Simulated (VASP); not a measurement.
The system is In2Te2O.

```
In Te O
1.0
    -2.15000    5.25000    2.72500
     2.15000   -5.25000    2.72500
     2.15000    5.25000   -2.72500
In Te O
2 2 1
Cartesian
  0.0000 7.0035 0.0000
  0.0000 3.4965 0.0000
  0.0000 1.6275 1.3625
  2.1500 3.6225 -1.3625
  0.0000 5.2500 1.3625
```

- Program: VASP 6.6.1
- Task: relaxation of cell and atoms
- Functional: PBE
- Potentials or basis: VASP PAW PBE potentials, release 64 (In_d, Te, O)
- Cutoff: 600 eV
- k mesh: 4 × 4 × 4
- Occupations: gaussian, width 0.15 eV
- Spin: no spin polarisation

At the start: pressure 27.9 GPa; volume 24.61 Å³/atom.

Task: How do energy, volume and symmetry change on relaxing?

Result: Over 14 steps the energy falls by 1082.6 meV/atom and the volume is 33.22 Å³/atom (+35.0 %); space group Imm2 (No. 44, to 0.1 Å) before and after.

The path:
| step | energy change (eV) | largest force (eV/Å) | pressure (GPa) | volume (Å³) |
| --- | --- | --- | --- | --- |
| 1 | 0.0000 | 6.6078 | 27.94 | 123.03 |
| 2 | -3.3187 | 2.7126 | -5.44 | 216.15 |
| 3 | -4.3714 | 2.5362 | -0.88 | 168.11 |
| 4 | -4.3727 | 2.5545 | -0.67 | 167.12 |
| 5 | -5.0699 | 0.8111 | -0.41 | 169.88 |
| 6 | -5.0953 | 0.6485 | -0.03 | 170.47 |
| 7 | -5.2798 | 0.4326 | -0.62 | 170.78 |
| 8 | -5.3651 | 0.2973 | -1.17 | 170.89 |
| 9 | -5.3673 | 0.3104 | -1.24 | 170.88 |
| 10 | -5.3880 | 0.4933 | 1.12 | 163.41 |
| 11 | -5.4020 | 0.1937 | 0.15 | 166.23 |
| 12 | -5.4082 | 0.0852 | 0.08 | 166.07 |
| 13 | -5.4094 | 0.1604 | 0.04 | 165.94 |
| 14 | -5.4128 | 0.0750 | 0.08 | 166.09 |

Final structure:
```
In Te O
1.0
    -2.25892    6.22255    2.95397
     2.25892   -6.22255    2.95397
     2.25892    6.22255   -2.95397
In Te O
2 2 1
Direct
  0.68566 0.04160 0.64405
  0.39755 0.04160 0.35595
  0.38203 0.23313 0.14890
  0.08423 0.23313 0.85110
  0.70054 0.20054 0.50000
```

Caveat: the volume moved by over 15 % at a fixed basis, so the end points are rough; the relaxation stopped at a loose force limit of 0.08 eV/Å, so its end isn't a converged minimum.
